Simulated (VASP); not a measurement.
# NbRu (Pm-3m) in VASP: further runs

Runs on NbRu. Level: LDA. Tasks: single point, relaxation of volume and atoms at fixed shape.

Program: VASP 6.6.1. These are calculated values, not measurements. Logs are shortened: lines on timing, memory, paths and dates and some standing lists are left out, and cuts for length are marked.

### 1 The cell of the first run

It takes space group Pm-3m (No. 221, cubic). The conventional cell has a = 3.119 Å, b = 3.119 Å, c = 3.119 Å, α = 90.00°, β = 90.00°, γ = 90.00°. Nb (site symmetry m-3m) has 8 Ru at 2.70 Å and 6 Nb at 3.12 Å within 3.6 Å. Within 3.6 Å of Ru (site symmetry m-3m) lie 8 Nb at 2.70 Å and 6 Ru at 3.12 Å.

### 2 Single point, LDA

The input, INCAR:

```
SYSTEM = NbRu
  ALGO = Normal
  EDIFF = 1E-6
  ENCUT = 520
  ISIF = 2
  ISMEAR = 0
  LASPH = .True.
  LCHARG = .True.
  LELF = .True.
  LREAL = .False.
  LVHAR = .True.
  LWAVE = .False.
  NBANDS = 20
  NELM = 60
  PREC = Accurate
  SIGMA = 0.05
```

The input, KPOINTS:

```
k-points
0
Gamma
  8 8 8
  0 0 0
```

The input, POSCAR:

```
NbRu
1.0
    3.1194705012      0.0000000000      0.0000000000
    0.0000000000      3.1194705012      0.0000000000
    0.0000000000      0.0000000000      3.1194705012
Nb Ru
1 1
Direct
    0.0000000000      0.0000000000      0.0000000000
    0.5000000000      0.5000000000      0.5000000000
```

Potentials or basis: VASP PAW LDA potentials, release 64 (Nb_sv, Ru_pv).

The run is started by

```sh
> cat potpaw_LDA.64/Nb_sv/POTCAR potpaw_LDA.64/Ru_pv/POTCAR > POTCAR
> mpirun -np 1 vasp_std > vasp.out
```

OUTCAR:

```text
SYSTEM = NbRu
   EDIFF = 1E-6
   ENCUT = 520
   ISIF = 2
   ISMEAR = 0
   LASPH = .True.
   LREAL = .False.
   NELM = 60
   PREC = Accurate

 ion  position               nearest neighbor table
   1  0.000  0.000  0.000-   2 2.70   2 2.70   2 2.70   2 2.70   2 2.70   2 2.70   2 2.70   2 2.70

   2  0.500  0.500  0.500-   1 2.70   1 2.70   1 2.70   1 2.70   1 2.70   1 2.70   1 2.70   1 2.70

  LATTYP: Found a simple cubic cell.
 ALAT       =     3.1194705012

  Lattice vectors:

 A1 = (   3.1194705012,   0.0000000000,   0.0000000000)
 A2 = (   0.0000000000,   3.1194705012,   0.0000000000)
 A3 = (   0.0000000000,   0.0000000000,   3.1194705012)

Analysis of symmetry for initial positions (statically):
=====================================================================
 Subroutine PRICEL returns:
 Original cell was already a primitive cell.

 Routine SETGRP: Setting up the symmetry group for a
 simple cubic supercell.

 Subroutine GETGRP returns: Found 48 space group operations
 (whereof 48 operations were pure point group operations)
 out of a pool of 48 trial point group operations.

The static configuration has the point symmetry O_h .

Analysis of symmetry for dynamics (positions and initial velocities):
=====================================================================
 Subroutine PRICEL returns:
 Original cell was already a primitive cell.

 Routine SETGRP: Setting up the symmetry group for a
 simple cubic supercell.

 Subroutine GETGRP returns: Found 48 space group operations
 (whereof 48 operations were pure point group operations)
 out of a pool of 48 trial point group operations.

The dynamic configuration has the point symmetry O_h .

 Subroutine INISYM returns: Found 48 space group operations
 (whereof 48 operations are pure point group operations),
 and found     1 'primitive' translations

----------------------------------------------------------------------------------------

                                     Primitive cell

  volume of cell :      30.3559

  direct lattice vectors                    reciprocal lattice vectors
     3.119470501  0.000000000  0.000000000     0.320567224  0.000000000  0.000000000
     0.000000000  3.119470501  0.000000000     0.000000000  0.320567224  0.000000000
     0.000000000  0.000000000  3.119470501     0.000000000  0.000000000  0.320567224

  length of vectors
     3.119470501  3.119470501  3.119470501     0.320567224  0.320567224  0.320567224

  position of ions in fractional coordinates (direct lattice)
     0.000000000  0.000000000  0.000000000
     0.500000000  0.500000000  0.500000000

  ion indices of the primitive-cell ions
   primitive index   ion index
                 1           1
                 2           2

----------------------------------------------------------------------------------------

 KPOINTS: k-points

Automatic generation of k-mesh.
 Grid dimensions read from file:
 generate k-points for:    8    8    8

 Generating k-lattice:

  Cartesian coordinates                     Fractional coordinates (reciprocal lattice)
     0.040070903  0.000000000  0.000000000     0.125000000  0.000000000  0.000000000
     0.000000000  0.040070903  0.000000000     0.000000000  0.125000000  0.000000000
     0.000000000  0.000000000  0.040070903     0.000000000  0.000000000  0.125000000

  Length of vectors
     0.040070903  0.040070903  0.040070903

  Shift w.r.t. Gamma in fractional coordinates (k-lattice)
     0.000000000  0.000000000  0.000000000

 Subroutine IBZKPT returns following result:
 ===========================================

 Found     35 irreducible k-points:

 Following reciprocal coordinates:
            Coordinates               Weight
  0.000000  0.000000  0.000000      1.000000
  0.125000  0.000000  0.000000      6.000000
  0.250000  0.000000  0.000000      6.000000
  0.375000  0.000000  0.000000      6.000000
  0.500000  0.000000  0.000000      3.000000
  0.125000  0.125000  0.000000     12.000000
[... 16 lines left out ...]
  0.375000  0.375000  0.125000     24.000000
  0.500000  0.375000  0.125000     24.000000
 [... further k-points ...]
   k-points           NKPTS =     35   k-points in BZ     NKDIM =     35   number of bands    NBANDS=     20
   number of dos      NEDOS =    301   number of ions     NIONS =      2
   total plane-waves  NPLWV =  13824
   dimension x,y,z NGX =    24 NGY =   24 NGZ =   24
   dimension x,y,z NGXF=    48 NGYF=   48 NGZF=   48
   ions per type =               1   1
   NGX,Y,Z   is equivalent  to a cutoff of  12.79, 12.79, 12.79 a.u.
   NGXF,Y,Z  is equivalent  to a cutoff of  25.58, 25.58, 25.58 a.u.
 SYSTEM =  NbRu
   PREC   = accura    normal or accurate (medium, high low for compatibility)
   ISTART =      0    job   : 0-new  1-cont  2-samecut
   ICHARG =      2    charge: 1-file 2-atom 10-const
   ISPIN  =      1    spin polarized calculation?
   LNONCOLLINEAR =      F non collinear calculations
   LSORBIT =      F    spin-orbit coupling
   LASPH  =      T    aspherical Exc in radial PAW
   ENCUT  =  520.0 eV  38.22 Ry    6.18 a.u.   5.80  5.80  5.80*2*pi/ulx,y,z
   NELM   =     60;   NELMIN=  2; NELMDL= -5     # of ELM steps
   EDIFF  = 0.1E-05   stopping-criterion for ELM
   LREAL  =      F    real-space projection
   EDIFFG = 0.1E-04   stopping-criterion for IOM
   NSW    =      0    number of steps for IOM
   IBRION =     -1    ionic relax: 0-MD 1-quasi-New 2-CG
   NFREE  =      0    steps in history (QN), initial steepest desc. (CG)
   ISIF   =      2    stress and relaxation
   ISYM   =      2    0-nonsym 1-usesym 2-fastsym
   POTIM  = 0.5000    time-step for ionic-motion
   TEBEG  =    0.0;   TEEND  =   0.0 temperature during run
   PSTRESS=    0.0 pullay stress
   NELECT =      27.0000    total number of electrons
   NUPDOWN=      -1.0000    fix difference up-down
   EMIN   =  10.00;   EMAX   =-10.00  energy-range for DOS
   EFERMI =   0.00;   METHOD = LEGACY
   ISMEAR =     0;   SIGMA  =   0.05  broadening in eV -4-tet -1-fermi 0-gaus
   EFERMI_NEDOS =   21; number of points for ismear=-14 and -15
   IALGO  =     38    algorithm
   IMIX   =      4    mixing-type and parameters
     AMIX     =   0.40;   BMIX     =  1.00
     AMIX_MAG =   1.60;   BMIX_MAG =  1.00
  volume/ion in A,a.u.               =      15.18       102.43
  Fermi-wavevector in a.u.,A,eV,Ry     =   1.574400  2.975185 33.725261  2.478737
  Thomas-Fermi vector in A             =   2.675540
   LORBIT       =      0    0 simple, 1 ext, 2 COOP (PROOUT), +10 PAW based schemes
   GGA     = CA    functional components
   LHFCALC =     F    Hartree Fock is set to
   AEXX    =    0.0000 exact exchange contribution
   IVDW    =     0    specifies the selected vdW correction
   LEPSILON=     F    determine dielectric tensor
   LRPA    =     F    only Hartree local field effects (RPA)
 non-spin polarized calculation
 Gauss-broadening in eV      SIGMA  =   0.05
  energy-cutoff  :      520.00
  volume of cell :       30.36
 maximum number of plane-waves:       840
 NGX is ok and might be reduce to    24
   NGX = 11   NGY = 11   NGZ = 11

 number of electron      26.9999998 magnetization

 Free energy of the ion-electron system (eV)
  ---------------------------------------------------
  ext. energy  EPLUGINS =         0.00000000
  ---------------------------------------------------
  free energy    TOTEN  =       -22.21327807 eV

  energy without entropy =      -22.20802736  energy(sigma->0) =      -22.21065272

 E-fermi :  13.1839     XC(G=0): -13.6714

 val. band max:       13.1824142441   @ k =   0.5000   0.2500   0.1250
 cond. band min:      13.1864238355   @ k =   0.5000   0.5000   0.3750
 fundamental gap:      0.0040095915
 Fermi energy:        13.1839211434

 k-point     1 :       0.0000    0.0000    0.0000
  band No.  band energies     occupation
      1     -42.0412      2.00000
      2     -29.8088      2.00000
      3     -29.8088      2.00000
      4     -29.8088      2.00000
      5     -18.0559      2.00000
      6     -18.0559      2.00000
[... 12 lines left out ...]
     19      21.8797      0.00000
     20      21.8797      0.00000

 k-point     2 :       0.1250    0.0000    0.0000
  band No.  band energies     occupation
      1     -42.0364      2.00000
      2     -29.8244      2.00000
      3     -29.8058      2.00000
      4     -29.8058      2.00000
      5     -18.1308      2.00000
      6     -18.0555      2.00000
[... 12 lines left out ...]
     19      20.9405      0.00000
     20      23.1333      0.00000

 k-point     3 :       0.2500    0.0000    0.0000
  band No.  band energies     occupation
      1     -42.0248      2.00000
      2     -29.8619      2.00000
      3     -29.7987      2.00000
      4     -29.7987      2.00000
      5     -18.3082      2.00000
      6     -18.0544      2.00000
[... 12 lines left out ...]
     19      19.1137      0.00000
     20      23.1360      0.00000

 k-point     4 :       0.3750    0.0000    0.0000
  band No.  band energies     occupation
      1     -42.0132      2.00000
      2     -29.8991      2.00000
      3     -29.7916      2.00000
      4     -29.7916      2.00000
      5     -18.4810      2.00000
      6     -18.0533      2.00000
[... 12 lines left out ...]
     19      17.8389      0.00000
     20      23.1359      0.00000

 k-point     5 :       0.5000    0.0000    0.0000
  band No.  band energies     occupation
      1     -42.0084      2.00000
      2     -29.9144      2.00000
      3     -29.7887      2.00000
      4     -29.7887      2.00000
      5     -18.5514      2.00000
      6     -18.0529      2.00000
[... 12 lines left out ...]
     19      17.6235      0.00000
     20      23.1358      0.00000
[... 353 lines left out ...]
      6     -18.2483      2.00000
[... 12 lines left out ...]
     19      19.7217      0.00000
     20      24.3107      0.00000

 k-point    22 :       0.5000    0.2500    0.1250
  band No.  band energies     occupation
      1     -41.9792      2.00000
      2     -29.9258      2.00000
      3     -29.8611      2.00000
      4     -29.8028      2.00000
      5     -18.4809      2.00000
      6     -18.2420      2.00000
[... 12 lines left out ...]
     19      18.1949      0.00000
     20      23.1422      0.00000

 k-point    23 :       0.3750    0.3750    0.1250
  band No.  band energies     occupation
      1     -41.9696      2.00000
      2     -29.9153      2.00000
      3     -29.9068      2.00000
      4     -29.7997      2.00000
      5     -18.3990      2.00000
      6     -18.3772      2.00000
[... 12 lines left out ...]
     19      19.5186      0.00000
     20      23.4496      0.00000

 k-point    24 :       0.5000    0.3750    0.1250
  band No.  band energies     occupation
      1     -41.9632      2.00000
      2     -29.9316      2.00000
      3     -29.9128      2.00000
      4     -29.7974      2.00000
      5     -18.4445      2.00000
      6     -18.3752      2.00000
[... 12 lines left out ...]
     19      18.4603      0.00000
     20      23.1472      0.00000

 [... further k-points ...]
[... 5 lines left out ...]
  --------------------------------------------------------------------------------------
  -------------------------------------------------------------------------------------
  Total        0.0451136      0.0451136      0.0451136     -0.0000000      0.0000000      0.0000000
  in kB        2.3810854      2.3810854      2.3810854     -0.0000000      0.0000000      0.0000000
  external PRESSURE =       2.3810854 kB  Pullay stress =       0.0000000 kB

 VOLUME and BASIS-vectors are now :
 -----------------------------------------------------------------------------
  energy-cutoff  :      520.00
  volume of cell :       30.36
      direct lattice vectors                 reciprocal lattice vectors
     3.119470501  0.000000000  0.000000000     0.320567224  0.000000000  0.000000000
     0.000000000  3.119470501  0.000000000     0.000000000  0.320567224  0.000000000
     0.000000000  0.000000000  3.119470501     0.000000000  0.000000000  0.320567224

 POSITION                                       TOTAL-FORCE (eV/Angst)
 -----------------------------------------------------------------------------------
      0.00000      0.00000      0.00000         0.000000      0.000000      0.000000
      1.55974      1.55974      1.55974         0.000000      0.000000      0.000000
 -----------------------------------------------------------------------------------
    total drift:                                0.000000      0.000000     -0.000000

  FREE ENERGIE OF THE ION-ELECTRON SYSTEM (eV)
  ---------------------------------------------------
  free  energy   TOTEN  =       -22.2132780694 eV

  energy  without entropy=      -22.2080273649  energy(sigma->0) =      -22.21065272
```

Run time: 5.8 s. Hardware: 1 thread of Intel Xeon 6975P-C (Granite Rapids), shared host; peak memory 0.13 GiB.

What came out:

```
Free energy : -22.2133 eV
Pressure    : 0.2 GPa
```

### 3 Relaxation of volume and atoms at fixed shape, LDA

This run uses another cell than the first one, of 16.14 Å³/atom, 1.063 times its volume.

The input, INCAR:

```
PREC = Accurate
ENCUT = 600
EDIFF = 1E-7
ISMEAR = 0
SIGMA = 0.05
LREAL = False
LASPH = True
NELM = 60
ALGO = Normal
ISIF = 8
LWAVE = False
LCHARG = False
GGA = CA
IBRION = 2
NSW = 60
EDIFFG = -0.01
```

The input, KPOINTS:

```
regular mesh
0
Gamma
  8 8 8
```

The input, POSCAR:

```
NbRu
1.0
    3.1840000000      0.0000000000      0.0000000000
    0.0000000000      3.1840000000      0.0000000000
    0.0000000000      0.0000000000      3.1840000000
Nb Ru
1 1
Direct
    0.0000000000      0.0000000000      0.0000000000
    0.5000000000      0.5000000000      0.5000000000
```

Potentials or basis: VASP PAW LDA potentials, release 64 (Nb_sv, Ru_pv).

The run is started by

```sh
> cat potpaw_LDA.64/Nb_sv/POTCAR potpaw_LDA.64/Ru_pv/POTCAR > POTCAR
> mpirun -np 1 vasp_std > vasp.out
```

Wall time 55 s (1 thread of Intel Xeon 6975P-C (Granite Rapids), shared host); peak memory 0.16 GiB.

It converged, with:

```yaml
Free_energy: -22.2146 eV
Relaxed_volume: 15.19 Å³/atom
Relaxed_cell: a = 3.121 Å, b = 3.121 Å, c = 3.121 Å, α = 90.00°, β = 90.00°, γ = 90.00°
Space_group_after_relaxing_to_0.05_Å: Pm-3m (No. 221)
Energy_gained_by_relaxing: 44.0 meV/atom
Ionic_steps: 7
Pressure_after_relaxing: 0.0 GPa
```

The path:
```csv
step,energy change (eV),largest force (eV/Å),pressure (GPa),volume (Å³)
1,0.0000,0.0000,-14.10,32.28
2,0.5746,0.0000,56.38,26.09
3,-0.0877,0.0000,-0.99,30.50
4,-0.0880,0.0000,-0.16,30.41
5,-0.0880,0.0000,0.16,30.37
6,-0.0880,0.0000,-0.34,30.43
7,-0.0880,0.0000,0.00,30.39
```

Final structure:
```yaml
crystal:
  lattice:
    - [3.12053, 0.00000, 0.00000]
    - [0.00000, 3.12053, 0.00000]
    - [0.00000, 0.00000, 3.12053]
  atoms:
    - { symbol: Nb, position: [0.00000, 0.00000, 0.00000] }
    - { symbol: Ru, position: [0.50000, 0.50000, 0.50000] }
```

Levels at points of the mesh, in eV from the Fermi level:
```
           k point  band 9  band 10  band 11  band 12  band 13  band 14  band 15  band 16  band 17
(0.00, 0.00, 0.00)   -6.15    -6.15    -2.46    -2.46    -2.46     0.86     0.86     3.66     3.66
(0.50, 0.00, 0.00)   -4.22    -4.09    -2.59    -2.34    -2.34    -1.38    -0.31    -0.31     1.13
(0.50, 0.50, 0.00)   -5.89    -4.24    -4.24    -0.28     0.10     1.23     1.23     1.41     3.43
(0.50, 0.50, 0.50)   -3.60    -3.60    -3.06    -3.06    -3.06    -0.19    -0.19     3.59     3.59
```
